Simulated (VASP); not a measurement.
# Hf (P6_3/mmc) in VASP: notebook

The runs below take Hf through single point, relaxation of cell and atoms, with LDA.

All numbers are computed with VASP 6.6.1; they aren't measurements. Logs are shortened: lines on timing, memory, paths and dates and some standing lists are left out, and cuts for length are marked.

### 1 The cell of the first run

The structure is hexagonal, space group P6_3/mmc (No. 194). The conventional cell has a = 3.120 Å, b = 3.120 Å, c = 4.936 Å, α = 90.00°, β = 90.00°, γ = 120.00°. Hf (site symmetry -6m2) has 12 Hf at 3.06 to 3.12 Å within 4.0 Å.

### 2 Single point, LDA

File INCAR:

```
PREC     = Accurate       # precision mode
ENCUT    = 520            # plane-wave cutoff, eV
EDIFF    = 1E-7           # SCF threshold, eV
ISMEAR   = 0              # smearing method
SIGMA    = 0.05           # smearing width, eV
LREAL    = False          # projectors in reciprocal space
LASPH    = True           # aspherical terms in the spheres
NELM     = 100            # most SCF steps
ALGO     = Normal         # electronic algorithm
ISIF     = 2              # what is computed and relaxed
LWAVE    = False          # write WAVECAR
LCHARG   = False          # write CHGCAR
NBANDS   = 17             # bands
```

File KPOINTS:

```
regular mesh
0
Gamma
  16 16 8
```

File POSCAR:

```
Hf
1.0
    3.1203292020      0.0000000000      0.0000000000
   -1.5601646010      2.7022843571      0.0000000000
    0.0000000000      0.0000000000      4.9360919391
Hf
2
Direct
    0.3333333333      0.6666666667      0.7500000000
    0.6666666667      0.3333333333      0.2500000000
```

Potentials or basis: VASP PAW LDA potentials, release 64 (Hf_pv).

Started as:

```sh
$ cat potpaw_LDA.64/Hf_pv/POTCAR > POTCAR
$ mpirun -np 1 vasp_std > vasp.out
```

OUTCAR:

```text
PREC = Accurate
   ENCUT = 520
   EDIFF = 1E-7
   ISMEAR = 0
   LREAL = False
   LASPH = True
   NELM = 100
   ISIF = 2

 ion  position               nearest neighbor table
   1  0.333  0.667  0.750-   2 3.06   2 3.06   2 3.06   2 3.06   2 3.06   2 3.06
   2  0.667  0.333  0.250-   1 3.06   1 3.06   1 3.06   1 3.06   1 3.06   1 3.06

  LATTYP: Found a hexagonal cell.
 ALAT       =     3.1203292020
 C/A-ratio  =     1.5819138365

  Lattice vectors:

 A1 = (   3.1203292020,   0.0000000000,   0.0000000000)
 A2 = (  -1.5601646010,   2.7022843571,   0.0000000000)
 A3 = (   0.0000000000,   0.0000000000,   4.9360919391)

Analysis of symmetry for initial positions (statically):
=====================================================================
 Subroutine PRICEL returns:
 Original cell was already a primitive cell.

 Routine SETGRP: Setting up the symmetry group for a
 hexagonal supercell.

 Subroutine GETGRP returns: Found 24 space group operations
 (whereof 12 operations were pure point group operations)
 out of a pool of 24 trial point group operations.

The static configuration has the point symmetry D_3d.
 The point group associated with its full space group is D_6h.

Analysis of symmetry for dynamics (positions and initial velocities):
=====================================================================
 Subroutine PRICEL returns:
 Original cell was already a primitive cell.

 Routine SETGRP: Setting up the symmetry group for a
 hexagonal supercell.

 Subroutine GETGRP returns: Found 24 space group operations
 (whereof 12 operations were pure point group operations)
 out of a pool of 24 trial point group operations.

The dynamic configuration has the point symmetry D_3d.
 The point group associated with its full space group is D_6h.

 Subroutine INISYM returns: Found 24 space group operations
 (whereof 12 operations are pure point group operations),
 and found     1 'primitive' translations

----------------------------------------------------------------------------------------

                                     Primitive cell

  volume of cell :      41.6212

  direct lattice vectors                    reciprocal lattice vectors
     3.120329202  0.000000000  0.000000000     0.320479006  0.185028640  0.000000000
    -1.560164601  2.702284357  0.000000000     0.000000000  0.370057280  0.000000000
     0.000000000  0.000000000  4.936091939     0.000000000  0.000000000  0.202589419

  length of vectors
     3.120329202  3.120329202  4.936091939     0.370057280  0.370057280  0.202589419

  position of ions in fractional coordinates (direct lattice)
     0.333333333  0.666666667  0.750000000
     0.666666667  0.333333333  0.250000000

  ion indices of the primitive-cell ions
   primitive index   ion index
                 1           1
                 2           2

----------------------------------------------------------------------------------------

 KPOINTS: regular mesh

Automatic generation of k-mesh.
 Grid dimensions read from file:
 generate k-points for:   16   16    8

 Generating k-lattice:

  Cartesian coordinates                     Fractional coordinates (reciprocal lattice)
     0.020029938  0.011564290  0.000000000     0.062500000  0.000000000  0.000000000
     0.000000000  0.023128580  0.000000000     0.000000000  0.062500000  0.000000000
     0.000000000  0.000000000  0.025323677     0.000000000  0.000000000  0.125000000

  Length of vectors
     0.023128580  0.023128580  0.025323677

  Shift w.r.t. Gamma in fractional coordinates (k-lattice)
     0.000000000  0.000000000  0.000000000

 Subroutine IBZKPT returns following result:
 ===========================================

 Found    150 irreducible k-points:

 Following reciprocal coordinates:
            Coordinates               Weight
  0.000000  0.000000  0.000000      1.000000
  0.062500 -0.000000  0.000000      6.000000
  0.125000 -0.000000  0.000000      6.000000
  0.187500 -0.000000  0.000000      6.000000
  0.250000 -0.000000  0.000000      6.000000
  0.312500  0.000000  0.000000      6.000000
[... 16 lines left out ...]
  0.187500  0.187500  0.000000      6.000000
  0.250000  0.187500  0.000000     12.000000
 [... further k-points ...]
   k-points           NKPTS =    150   k-points in BZ     NKDIM =    150   number of bands    NBANDS=     17
   number of dos      NEDOS =    301   number of ions     NIONS =      2
   total plane-waves  NPLWV =  23040
   dimension x,y,z NGX =    24 NGY =   24 NGZ =   40
   dimension x,y,z NGXF=    48 NGYF=   48 NGZF=   80
   ions per type =               2
   NGX,Y,Z   is equivalent  to a cutoff of  12.79, 12.79, 13.47 a.u.
   NGXF,Y,Z  is equivalent  to a cutoff of  25.57, 25.57, 26.94 a.u.
 SYSTEM =  unknown system
   PREC   = accura    normal or accurate (medium, high low for compatibility)
   ISTART =      0    job   : 0-new  1-cont  2-samecut
   ICHARG =      2    charge: 1-file 2-atom 10-const
   ISPIN  =      1    spin polarized calculation?
   LNONCOLLINEAR =      F non collinear calculations
   LSORBIT =      F    spin-orbit coupling
   LASPH  =      T    aspherical Exc in radial PAW
   ENCUT  =  520.0 eV  38.22 Ry    6.18 a.u.   5.80  5.80  9.18*2*pi/ulx,y,z
   NELM   =    100;   NELMIN=  2; NELMDL= -5     # of ELM steps
   EDIFF  = 0.1E-06   stopping-criterion for ELM
   LREAL  =      F    real-space projection
   EDIFFG = 0.1E-05   stopping-criterion for IOM
   NSW    =      0    number of steps for IOM
   IBRION =     -1    ionic relax: 0-MD 1-quasi-New 2-CG
   NFREE  =      0    steps in history (QN), initial steepest desc. (CG)
   ISIF   =      2    stress and relaxation
   ISYM   =      2    0-nonsym 1-usesym 2-fastsym
   POTIM  = 0.5000    time-step for ionic-motion
   TEBEG  =    0.0;   TEEND  =   0.0 temperature during run
   PSTRESS=    0.0 pullay stress
   NELECT =      20.0000    total number of electrons
   NUPDOWN=      -1.0000    fix difference up-down
   EMIN   =  10.00;   EMAX   =-10.00  energy-range for DOS
   EFERMI =   0.00;   METHOD = LEGACY
   ISMEAR =     0;   SIGMA  =   0.05  broadening in eV -4-tet -1-fermi 0-gaus
   EFERMI_NEDOS =   21; number of points for ismear=-14 and -15
   IALGO  =     38    algorithm
   IMIX   =      4    mixing-type and parameters
     AMIX     =   0.40;   BMIX     =  1.00
     AMIX_MAG =   1.60;   BMIX_MAG =  1.00
  volume/ion in A,a.u.               =      20.81       140.44
  Fermi-wavevector in a.u.,A,eV,Ry     =   1.282271  2.423141 22.370968  1.644220
  Thomas-Fermi vector in A             =   2.414593
   LORBIT       =      0    0 simple, 1 ext, 2 COOP (PROOUT), +10 PAW based schemes
   GGA     = CA    functional components
   LHFCALC =     F    Hartree Fock is set to
   AEXX    =    0.0000 exact exchange contribution
   IVDW    =     0    specifies the selected vdW correction
   LEPSILON=     F    determine dielectric tensor
   LRPA    =     F    only Hartree local field effects (RPA)
 non-spin polarized calculation
 Gauss-broadening in eV      SIGMA  =   0.05
  energy-cutoff  :      520.00
  volume of cell :       41.62
 maximum number of plane-waves:      1140
 NGX is ok and might be reduce to    24
   NGX = 11   NGY = 11   NGZ = 19

 number of electron      19.9999998 magnetization

 Free energy of the ion-electron system (eV)
  ---------------------------------------------------
  ext. energy  EPLUGINS =         0.00000000
  ---------------------------------------------------
  free energy    TOTEN  =       -21.39102963 eV

  energy without entropy =      -21.38893992  energy(sigma->0) =      -21.38998478

 E-fermi :   5.3394     XC(G=0): -11.8039

 val. band max:        5.3374415403   @ k =   0.2500   0.1875   0.5000
 cond. band min:       5.3557530723   @ k =   0.3750   0.1875   0.5000
 fundamental gap:      0.0183115320
 Fermi energy:         5.3393695615

 k-point     1 :       0.0000    0.0000    0.0000
  band No.  band energies     occupation
      1     -25.6018      2.00000
      2     -24.6381      2.00000
      3     -24.6381      2.00000
      4     -24.4772      2.00000
      5     -24.4742      2.00000
      6     -24.4742      2.00000
[... 9 lines left out ...]
     16       8.0022      0.00000
     17      10.9527      0.00000

 k-point     2 :       0.0625   -0.0000    0.0000
  band No.  band energies     occupation
      1     -25.5887      2.00000
      2     -24.6667      2.00000
      3     -24.6477      2.00000
      4     -24.5046      2.00000
      5     -24.4832      2.00000
      6     -24.4779      2.00000
[... 9 lines left out ...]
     16       7.8759      0.00000
     17      11.0597      0.00000

 k-point     3 :       0.1250   -0.0000    0.0000
  band No.  band energies     occupation
      1     -25.5503      2.00000
      2     -24.7483      2.00000
      3     -24.6744      2.00000
      4     -24.5896      2.00000
      5     -24.5012      2.00000
      6     -24.4888      2.00000
[... 9 lines left out ...]
     16       7.7910      0.00000
     17      11.3126      0.00000

 k-point     4 :       0.1875   -0.0000    0.0000
  band No.  band energies     occupation
      1     -25.4896      2.00000
      2     -24.8702      2.00000
      3     -24.7131      2.00000
      4     -24.7127      2.00000
      5     -24.5314      2.00000
      6     -24.5063      2.00000
[... 9 lines left out ...]
     16       8.3456      0.00000
     17      11.6005      0.00000
[... 343 lines left out ...]
      1     -25.3517      2.00000
      2     -25.1614      2.00000
      3     -25.0957      2.00000
      4     -24.9252      2.00000
      5     -24.7870      2.00000
      6     -24.6625      2.00000
[... 9 lines left out ...]
     16      11.9120      0.00000
     17      12.8940      0.00000

 k-point    23 :       0.1875    0.1875    0.0000
  band No.  band energies     occupation
      1     -25.3005      2.00000
      2     -25.0807      2.00000
      3     -25.0708      2.00000
      4     -24.7916      2.00000
      5     -24.6397      2.00000
      6     -24.6340      2.00000
[... 9 lines left out ...]
     16      10.6861      0.00000
     17      11.6905      0.00000

 k-point    24 :       0.2500    0.1875    0.0000
  band No.  band energies     occupation
      1     -25.2143      2.00000
      2     -25.1879      2.00000
      3     -25.1125      2.00000
      4     -24.8598      2.00000
      5     -24.6972      2.00000
      6     -24.6841      2.00000
[... 9 lines left out ...]
     16      11.6767      0.00000
     17      11.6897      0.00000

 [... further k-points ...]

------------------------ aborting loop because EDIFF is reached ----------------------------------------

  FORCE on cell =-STRESS in cart. coord.  units (eV):
  Direction    XX          YY          ZZ          XY          YZ          ZX
  --------------------------------------------------------------------------------------
  -------------------------------------------------------------------------------------
  Total        0.0258122      0.0258122      0.0055221     -0.0000000      0.0000000      0.0000000
  in kB        0.9936219      0.9936219      0.2125691     -0.0000000      0.0000000      0.0000000
  external PRESSURE =       0.7332710 kB  Pullay stress =       0.0000000 kB

 VOLUME and BASIS-vectors are now :
 -----------------------------------------------------------------------------
  energy-cutoff  :      520.00
  volume of cell :       41.62
      direct lattice vectors                 reciprocal lattice vectors
     3.120329202  0.000000000  0.000000000     0.320479006  0.185028640  0.000000000
    -1.560164601  2.702284357  0.000000000     0.000000000  0.370057280  0.000000000
     0.000000000  0.000000000  4.936091939     0.000000000  0.000000000  0.202589419

 POSITION                                       TOTAL-FORCE (eV/Angst)
 -----------------------------------------------------------------------------------
     -0.00000      1.80152      3.70207        -0.000000     -0.000000      0.000000
      1.56016      0.90076      1.23402         0.000000      0.000000      0.000000
 -----------------------------------------------------------------------------------
    total drift:                               -0.000000      0.000000     -0.000000

  FREE ENERGIE OF THE ION-ELECTRON SYSTEM (eV)
  ---------------------------------------------------
  free  energy   TOTEN  =       -21.3910296329 eV

  energy  without entropy=      -21.3889399186  energy(sigma->0) =      -21.38998478
```

Wall time 48 s (1 thread of Intel Xeon Platinum 8488C (Sapphire Rapids), shared host); peak memory 0.21 GiB.

What came out:

* Free energy: -21.3910 eV
* Pressure: 0.1 GPa
* Band gap on the k mesh: zero (band 10 reaches 6.44 eV, above the bottom of band 11 at 5.00 eV)

Stress tensor (GPa, compression positive):
```
0.10 0.00 0.00
0.00 0.10 0.00
0.00 0.00 0.02
```

Caveat: spin-orbit coupling is left out, which moves the levels of the heavy elements.

### 3 Single point, LDA

File INCAR:

```
ALGO     = Normal         # electronic algorithm
EDIFF    = 1E-6           # SCF threshold, eV
ENCUT    = 520            # plane-wave cutoff, eV
GGA      = CA             # functional
ISIF     = 2              # what is computed and relaxed
ISMEAR   = 0              # smearing method
LASPH    = T              # aspherical terms in the spheres
LCHARG   = F              # write CHGCAR
LREAL    = F              # projectors in reciprocal space
LWAVE    = F              # write WAVECAR
NBANDS   = 17             # bands
NELM     = 60             # most SCF steps
PREC     = Accurate       # precision mode
SIGMA    = 0.05           # smearing width, eV
```

File KPOINTS:

```
k-points
0
Gamma
  16 16 8
```

POSCAR is that of step 2.

Potentials or basis: VASP PAW LDA potentials, release 64 (Hf_pv).

Started as:

```sh
$ cat potpaw_LDA.64/Hf_pv/POTCAR > POTCAR
$ mpirun -np 1 vasp_std > vasp.out
```

Wall time 50 s (1 thread of Intel Xeon Platinum 8488C (Sapphire Rapids), shared host); peak memory 0.21 GiB.

Results (log left out):

```yaml
Free_energy: -21.3910 eV
Pressure: 0.1 GPa
Band_gap_on_the_k_mesh: zero (band 10 reaches 6.44 eV, above the bottom of band 11 at 5.00 eV)
```

Stress tensor (GPa, compression positive):
```
0.10 0.00 0.00
0.00 0.10 0.00
0.00 0.00 0.02
```

Levels at points of the mesh, in eV from the Fermi level:
| k point | band 8 | band 9 | band 10 | band 11 | band 12 | band 13 |
| --- | --- | --- | --- | --- | --- | --- |
| (0.00, 0.00, 0.00) | -3.96 | 1.05 | 1.10 | 1.10 | 1.40 | 1.99 |
| (0.50, 0.00, 0.00) | -3.06 | -2.49 | -0.59 | 0.66 | 0.94 | 1.77 |
| (0.00, 0.00, 0.50) | -5.47 | 0.09 | 0.09 | 0.97 | 0.97 | 0.97 |
| (0.50, 0.00, 0.50) | -3.67 | -1.17 | -1.17 | 1.52 | 1.52 | 2.71 |

Caveat: spin-orbit coupling is left out, which moves the levels of the heavy elements.

### 4 Relaxation of cell and atoms, LDA

This run uses another cell than the first one, of 22.45 Å³/atom, 1.079 times its volume.

File INCAR:

```
  PREC = Accurate
  ENCUT = 600
  EDIFF = 1E-7
  ISMEAR = 0
  SIGMA = 0.05
  LREAL = False
  LASPH = True
  NELM = 60
  ALGO = Normal
  ISIF = 3
  LWAVE = False
  LCHARG = False
  GGA = CA
  IBRION = 2
  NSW = 80
  EDIFFG = -0.01
```

File KPOINTS:

```
regular mesh
0
Gamma
  16 16 8
```

File POSCAR:

```
Hf
1.0
    3.2000000000      0.0000000000      0.0000000000
   -1.6000000000      2.7712812921      0.0000000000
    0.0000000000      0.0000000000      5.0624000000
Hf
2
Direct
    0.3333333333      0.6666666667      0.7500000000
    0.6666666667      0.3333333333      0.2500000000
```

Started as:

```sh
$ cat potpaw_LDA.64/Hf_pv/POTCAR > POTCAR
$ mpirun -np 1 vasp_std > vasp.out
```

Wall time 3.1 min (1 thread of Intel Xeon Platinum 8488C (Sapphire Rapids), shared host); peak memory 0.24 GiB.

It converged, with:

```
Free energy                            : -21.3915 eV
Relaxed volume                         : 20.83 Å³/atom
Relaxed cell                           : a = 3.123 Å, b = 3.123 Å, c = 4.933 Å, α = 90.00°, β = 90.00°, γ = 120.00°
Space group after relaxing (to 0.05 Å) : P6_3/mmc (No. 194)
Energy gained by relaxing              : 42.1 meV/atom
Ionic steps                            : 4
Pressure after relaxing                : 0.0 GPa
Band gap on the k mesh                 : zero (band 10 reaches 6.43 eV, above the bottom of band 11 at 5.00 eV)
```

The path:
| step | energy change (eV) | largest force (eV/Å) | pressure (GPa) | volume (Å³) |
| --- | --- | --- | --- | --- |
| 1 | 0.0000 | 0.0000 | -7.90 | 44.89 |
| 2 | 0.0501 | 0.0000 | 12.88 | 38.08 |
| 3 | -0.0841 | 0.0000 | -0.23 | 41.73 |
| 4 | -0.0842 | 0.0000 | -0.01 | 41.66 |

Final structure:
```
Hf
1.0
     3.12256    0.00000    0.00000
    -1.56128    2.70421    0.00000
     0.00000    0.00000    4.93334
Hf
2
Direct
  0.33333 0.66667 0.75000
  0.66667 0.33333 0.25000
```

Levels at points of the mesh, in eV from the Fermi level:
```csv
k point,band 7,band 8,band 9,band 10,band 11,band 12,band 13,band 14
"(0.00, 0.00, 0.00)",-7.58,-3.96,1.06,1.09,1.09,1.41,1.99,1.99
"(0.50, 0.00, 0.00)",-3.48,-3.06,-2.49,-0.60,0.65,0.94,1.77,6.25
"(0.00, 0.00, 0.50)",-5.46,-5.46,0.09,0.09,0.97,0.97,0.97,0.97
"(0.50, 0.00, 0.50)",-3.66,-3.66,-1.17,-1.17,1.52,1.52,2.70,2.70
```

Caveat: spin-orbit coupling is left out, which moves the levels of the heavy elements.
